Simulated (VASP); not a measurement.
**W5C: single point with PBE**

W5C:

```
W C
1.0
    -3.20531    3.20531    2.12053
     3.20531   -3.20531    2.12053
     3.20531    3.20531   -2.12053
W C
5 1
Direct
  0.00000 0.00000 0.00000
  0.19227 0.61154 0.80381
  0.38846 0.19227 0.58072
  0.80773 0.38846 0.19619
  0.61154 0.80773 0.41928
  0.50000 0.50000 0.00000
```

```json
{
  "Program": "VASP 6.6.1",
  "Task": "single point",
  "Functional": "PBE",
  "Potentials or basis": "VASP PAW PBE potentials, release 64 (W_sv, C)",
  "Cutoff": "520 eV",
  "k mesh": "5 × 5 × 5",
  "Occupations": "gaussian, width 0.2 eV",
  "Spin": "no spin polarisation"
}
```

```yaml
Pressure: 0.6 GPa
Largest_force: 0.038 eV/Å
Band_gap_on_the_k_mesh: zero (band 37 reaches 11.46 eV, above the bottom of band 38 at 10.44 eV)
```

Forces on the atoms (eV/Å):
```
W    0.000  0.000  0.000
W    0.009 -0.037  0.000
W   -0.037 -0.009  0.000
W   -0.009  0.037  0.000
W    0.037  0.009  0.000
C    0.000  0.000  0.000
```

Levels at points of the mesh, in eV from the Fermi level:
```tsv
k point	band 34	band 35	band 36	band 37	band 38	band 39	band 40	band 41
(0.00, 0.00, 0.00)	-1.37	-0.72	-0.72	-0.01	-0.01	1.11	1.24	1.24
```

Run time: 53 s on 1 thread of Intel(R) Xeon(R) 6975P-C (Granite Rapids), with other jobs on the host, peak memory 0.26 GiB.

Caveat: spin-orbit coupling is left out, which moves the levels of the heavy elements.
